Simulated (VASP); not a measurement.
# Si: relaxation of shape and atoms at fixed volume with LDA

Si:

```
Si
1.0
    -3.33396    3.33396    1.92726
     3.33396   -3.33396    1.92726
     3.33396    3.33396   -1.92726
Si
4
Direct
  0.17884 0.17884 0.35769
  0.82116 0.82116 0.64231
  0.17884 0.82116 0.00000
  0.82116 0.17884 0.00000
```

```yaml
Program: VASP 6.6.1
Task: relaxation of shape and atoms at fixed volume
Functional: LDA
Potentials_or_basis: VASP PAW LDA potentials, release 64 (Si)
Cutoff: 600 eV
k_mesh: 10 × 10 × 10
Occupations: gaussian, width 0.01 eV
Spin: no spin polarisation
Dipole_correction: no
Further_INCAR_settings: ALGO = Normal; EDIFF = 1e-06; IBRION = 2; EDIFFG = -0.01; NSW = 50; ISIF = 4
```

```json
{
 "Energy gained by relaxing": "0.1 meV/atom",
 "Ionic steps": "5",
 "Pressure after relaxing": "-2.4 GPa",
 "Band gap on the k mesh": "0.29 eV (least direct gap 0.35 eV)"
}
```

The path:
```tsv
step	energy change (eV)	largest force (eV/Å)	pressure (GPa)	volume (Å³)
1	0.0000	0.0431	-2.42	85.69
2	-0.0003	0.0005	-2.39	85.69
3	-0.0003	0.0131	-2.39	85.69
4	-0.0003	0.0075	-2.38	85.69
5	-0.0004	0.0001	-2.38	85.69
```

Final structure:
```xyz
4
Lattice="-3.3374 3.3374 1.9233 3.3374 -3.3374 1.9233 3.3374 3.3374 -1.9233" Properties=species:S:1:pos:R:3 pbc="T T T"
Si    1.1918    1.1918    0.0000
Si    2.1456    2.1456    1.9233
Si    2.1456   -2.1456    1.9233
Si   -2.1456    2.1456    1.9233
```

Levels at points of the mesh, in eV from the valence-band top:
```tsv
k point	band 6	band 7	band 8	band 9	band 10	band 11
(0.00, 0.00, 0.00)	-1.43	-1.43	-0.54	1.42	1.51	1.51
(0.50, 0.00, 0.00)	-3.48	-2.34	-1.40	0.78	2.29	2.94
(0.50, 0.50, 0.00)	-1.94	-1.88	-1.56	1.57	1.86	1.89
(0.50, 0.50, 0.50)	-0.18	0.00	0.00	0.35	3.00	3.43
```

It took 5 min on 1 thread of Oxide Virtual Turin-like Processor, on a shared host, peak memory 0.23 GiB.

Caveat: semilocal functionals underestimate gaps, and a narrow one can read as zero. A k mesh can miss the band edges.
